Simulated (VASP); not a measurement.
# Cd in VASP: single point with PBE

Aim: the single point of Cd with PBE.

Program: VASP 6.6.1. These are calculated values, not measurements. Logs are shortened: lines on timing, memory, paths and dates and some standing lists are left out, and cuts for length are marked.

### 1 The cell of the first run

The cell holds a slab with vacuum, 3 atoms: a = 3.604 Å, b = 3.604 Å, c = 19.604 Å, α = 90.00°, β = 90.00°, γ = 90.00°.

### 2 Single point, PBE

Contents of POSCAR:

```
Cd
1.0
    3.6039047669      0.0000000000      0.0000000000
    0.0000000000      3.6039047669      0.0000000000
    0.0000000000      0.0000000000     19.6039000000
Cd
3
Direct
    0.0000000000      0.0000000000      0.4080819437
    0.5000000000      0.5000000000      0.5000000000
    0.0000000000      0.0000000000      0.5919180563
```

Contents of INCAR.step1:

```
PREC = Accurate ; ENCUT = 520
EDIFF = 1E-6 ; ISMEAR = -1
SIGMA = 0.05 ; LREAL = False
LASPH = True ; NELM = 60
ALGO = Normal ; ISIF = 2
LWAVE = False ; LCHARG = True
LDIPOL = True ; IDIPOL = 3
DIPOL = 0.5 0.5 0.500 ; GGA = PE
NBANDS = 25
```

Contents of KPOINTS.step1:

```
regular mesh
0
Gamma
  10 10 1
```

Contents of INCAR.step2:

```
PREC = Accurate ; ENCUT = 520
EDIFF = 1E-6 ; ISMEAR = -5
SIGMA = 0.05 ; LREAL = False
LASPH = True ; NELM = 60
ALGO = Normal ; ISIF = 2
LWAVE = False ; LCHARG = False
LDIPOL = True ; IDIPOL = 3
DIPOL = 0.5 0.5 0.500 ; GGA = PE
LORBIT = 11 ; NEDOS = 2001
ICHARG = 11
```

Contents of KPOINTS.step2:

```
regular mesh
0
Gamma
  15 15 1
```

Potentials or basis: VASP PAW PBE potentials, release 64 (Cd).

On the command line:

```
> cat potpaw_PBE.64/Cd/POTCAR > POTCAR
> cp INCAR.step1 INCAR
> cp KPOINTS.step1 KPOINTS
> mpirun -np 1 vasp_std > vasp.out
> cp INCAR.step2 INCAR
> cp KPOINTS.step2 KPOINTS
> mpirun -np 1 vasp_std > vasp.out
```

OUTCAR:

```text
PREC = Accurate
   ENCUT = 520
   EDIFF = 1E-6
   ISMEAR = -5
   LREAL = False
   LASPH = True
   NELM = 60
   ISIF = 2
   GGA = PE
   LORBIT = 11
   ICHARG = 11

 ion  position               nearest neighbor table
   1  0.000  0.000  0.408-   2 3.12   2 3.12   2 3.12   2 3.12   3 3.60
   2  0.500  0.500  0.500-   1 3.12   3 3.12   1 3.12   3 3.12   1 3.12   3 3.12   1 3.12   3 3.12

   3  0.000  0.000  0.592-   2 3.12   2 3.12   2 3.12   2 3.12   1 3.60

  LATTYP: Found a simple tetragonal cell.
 ALAT       =     3.6039047669
 C/A-ratio  =     5.4396276450

  Lattice vectors:

 A1 = (   3.6039047669,   0.0000000000,   0.0000000000)
 A2 = (   0.0000000000,   3.6039047669,   0.0000000000)
 A3 = (   0.0000000000,   0.0000000000,  19.6039000000)

Analysis of symmetry for initial positions (statically):
=====================================================================
 Subroutine PRICEL returns:
 Original cell was already a primitive cell.

 Routine SETGRP: Setting up the symmetry group for a
 simple tetragonal supercell.

 Subroutine GETGRP returns: Found 16 space group operations
 (whereof 16 operations were pure point group operations)
 out of a pool of 16 trial point group operations.

The static configuration has the point symmetry D_4h.

Analysis of symmetry for dynamics (positions and initial velocities):
=====================================================================
 Subroutine PRICEL returns:
 Original cell was already a primitive cell.

 Routine SETGRP: Setting up the symmetry group for a
 simple tetragonal supercell.

 Subroutine GETGRP returns: Found 16 space group operations
 (whereof 16 operations were pure point group operations)
 out of a pool of 16 trial point group operations.

The dynamic configuration has the point symmetry D_4h.

 Subroutine INISYM returns: Found 16 space group operations
 (whereof 16 operations are pure point group operations),
 and found     1 'primitive' translations

----------------------------------------------------------------------------------------

                                     Primitive cell

  volume of cell :     254.6180

  direct lattice vectors                    reciprocal lattice vectors
     3.603904767  0.000000000  0.000000000     0.277476810  0.000000000  0.000000000
[... 99 lines left out ...]
   TEBEG  =    0.0;   TEEND  =   0.0 temperature during run
   PSTRESS=    0.0 pullay stress
   NELECT =      36.0000    total number of electrons
   NUPDOWN=      -1.0000    fix difference up-down
   EMIN   =  10.00;   EMAX   =-10.00  energy-range for DOS
   EFERMI =   0.00;   METHOD = LEGACY
   ISMEAR =    -5;   SIGMA  =   0.05  broadening in eV -4-tet -1-fermi 0-gaus
   EFERMI_NEDOS =   21; number of points for ismear=-14 and -15
   IALGO  =     38    algorithm
   IMIX   =      4    mixing-type and parameters
     AMIX     =   0.40;   BMIX     =  1.00
     AMIX_MAG =   1.60;   BMIX_MAG =  1.00
  volume/ion in A,a.u.               =      84.87       572.75
  Fermi-wavevector in a.u.,A,eV,Ry     =   0.852863  1.611677  9.896543  0.727375
  Thomas-Fermi vector in A             =   1.969217
   LORBIT       =     11    0 simple, 1 ext, 2 COOP (PROOUT), +10 PAW based schemes
   GGA     = PE    functional components
   LHFCALC =     F    Hartree Fock is set to
   AEXX    =    0.0000 exact exchange contribution
   IVDW    =     0    specifies the selected vdW correction
   LEPSILON=     F    determine dielectric tensor
   LRPA    =     F    only Hartree local field effects (RPA)
 non-spin polarized calculation
 Fermi weights with tetrahedron method with Bloechl corrections
  energy-cutoff  :      520.00
  volume of cell :      254.62
 maximum number of plane-waves:      6888
 NGX is ok and might be reduce to    28

 number of electron      35.9999983 magnetization

 dipolmoment           0.000000      0.000000     -0.000000 electrons x Angstroem

 Free energy of the ion-electron system (eV)
  ---------------------------------------------------
  ext. energy  EPLUGINS =         0.00000000
  ---------------------------------------------------
  free energy    TOTEN  =        -1.31314650 eV

  energy without entropy =       -1.31314650  energy(sigma->0) =       -1.31314650

 E-fermi :  -2.2724     XC(G=0):  -3.8411

 val. band max:       -2.3404666591   @ k =   0.2000   0.2000   0.0000
 cond. band min:      -2.2846354230   @ k =   0.4000   0.4000   0.0000
 fundamental gap:      0.0558312361
 Fermi energy:        -2.2723637050

 k-point     1 :       0.0000    0.0000    0.0000
  band No.  band energies     occupation
      1     -11.3563      2.00000
      2     -11.2750      2.00000
      3     -11.0240      2.00000
      4     -11.0240      2.00000
      5     -10.9628      2.00000
      6     -10.8958      2.00000
[... 589 lines left out ...]
     21       0.7297      0.00000
     22       1.5719      0.00000

 [... further k-points ...]

------------------------ aborting loop because EDIFF is reached ----------------------------------------

 vacuum level on the upper side and lower side of the slab       (xc-potential included)        -0.010        -0.010

  FORCE on cell =-STRESS in cart. coord.  units (eV):
  Direction    XX          YY          ZZ          XY          YZ          ZX
  --------------------------------------------------------------------------------------
  -------------------------------------------------------------------------------------
  Total       -0.8155639     -0.8155639     -0.0012392      0.0000000      0.0000000      0.0000000
  in kB       -5.1319155     -5.1319155     -0.0077978      0.0000000      0.0000000      0.0000000
  external PRESSURE =      -3.4238763 kB  Pullay stress =       0.0000000 kB

 VOLUME and BASIS-vectors are now :
 -----------------------------------------------------------------------------
  energy-cutoff  :      520.00
  volume of cell :      254.62
      direct lattice vectors                 reciprocal lattice vectors
     3.603904767  0.000000000  0.000000000     0.277476810  0.000000000  0.000000000
     0.000000000  3.603904767  0.000000000     0.000000000  0.277476810  0.000000000
     0.000000000  0.000000000 19.603900000     0.000000000  0.000000000  0.051010258

 POSITION                                       TOTAL-FORCE (eV/Angst)
 -----------------------------------------------------------------------------------
      0.00000      0.00000      8.00000         0.000000      0.000000     -0.112162
      1.80195      1.80195      9.80195         0.000000      0.000000      0.000000
      0.00000      0.00000     11.60390         0.000000     -0.000000      0.112162
 -----------------------------------------------------------------------------------
    total drift:                                0.000000     -0.000000     -0.000000

  FREE ENERGIE OF THE ION-ELECTRON SYSTEM (eV)
  ---------------------------------------------------
  free  energy   TOTEN  =        -1.3131465010 eV

  energy  without entropy=       -1.3131465010  energy(sigma->0) =       -1.31314650

 vacuum level on the upper side and lower side of the slab         1.757         1.757

 total charge

# of ion       s       p       d       tot
------------------------------------------
    1        0.615   0.146   9.504  10.265
    2        0.583   0.213   9.493  10.289
    3        0.615   0.146   9.504  10.265
--------------------------------------------------
tot          1.813   0.504  28.502  30.819
```

OUTCAR.step1:

```text
PREC = Accurate
   ENCUT = 520
   EDIFF = 1E-6
   ISMEAR = -1
   LREAL = False
   LASPH = True
   NELM = 60
   ISIF = 2
   GGA = PE

[... 809 lines left out ...]
      1.80195      1.80195      9.80195         0.000000      0.000000      0.000000
      0.00000      0.00000     11.60390         0.000000      0.000000      0.042131
 -----------------------------------------------------------------------------------
    total drift:                               -0.000000      0.000000      0.000000

  FREE ENERGIE OF THE ION-ELECTRON SYSTEM (eV)
  ---------------------------------------------------
  free  energy   TOTEN  =        -1.3154054414 eV

  energy  without entropy=       -1.3027965509  energy(sigma->0) =       -1.30910100

 vacuum level on the upper side and lower side of the slab         1.757         1.757
```

OSZICAR.step1:

```text
N       E                     dE             d eps       ncg     rms          rms(c)
DAV:   1     0.248770021312E+03    0.24877E+03   -0.15068E+04  1050   0.115E+03
DAV:   2     0.885097766791E+01   -0.23992E+03   -0.23400E+03  1143   0.301E+02
DAV:   3    -0.134097527442E+01   -0.10192E+02   -0.10150E+02  1222   0.728E+01
DAV:   4    -0.139181810884E+01   -0.50843E-01   -0.50789E-01  1210   0.531E+00
DAV:   5    -0.139229565214E+01   -0.47754E-03   -0.47753E-03  1348   0.363E-01    0.328E+00
DAV:   6    -0.131766104337E+01    0.74635E-01   -0.23291E-01  1163   0.417E+00    0.269E+00
DAV:   7    -0.131442851002E+01    0.32325E-02   -0.32739E-02  1189   0.120E+00    0.122E+00
DAV:   8    -0.131513992983E+01   -0.71142E-03   -0.38413E-03  1178   0.642E-01    0.749E-02
DAV:   9    -0.131528126995E+01   -0.14134E-03   -0.13984E-04  1171   0.119E-01    0.385E-02
DAV:  10    -0.131536519275E+01   -0.83923E-04   -0.50311E-05  1142   0.500E-02    0.144E-02
DAV:  11    -0.131539058572E+01   -0.25393E-04   -0.17053E-05  1123   0.271E-02    0.268E-03
DAV:  12    -0.131539709138E+01   -0.65057E-05   -0.20151E-06   809   0.614E-03    0.165E-03
DAV:  13    -0.131539998136E+01   -0.28900E-05   -0.54795E-07   796   0.365E-03    0.639E-04
DAV:  14    -0.131540334564E+01   -0.33643E-05   -0.82490E-07   791   0.226E-03    0.429E-04
DAV:  15    -0.131540479962E+01   -0.14540E-05   -0.32201E-07   820   0.137E-03    0.409E-04
DAV:  16    -0.131540544143E+01   -0.64181E-06   -0.19574E-07   786   0.765E-04
   1 F= -.13154054E+01 E0= -.13091010E+01  d E =-.126089E-01
```

Run time: 3.8 min. Hardware: 1 thread of Intel Xeon Platinum 8259CL at 2.50GHz (Skylake/Cascade Lake), shared host; peak memory 0.39 GiB.

What came out:

| Property | Result |
| --- | --- |
| Valence electrons inside the program's atomic spheres | Cd 10.27, 10.29 (each value once) |

Caveat: tetrahedron occupations give inexact forces and stress in metals.
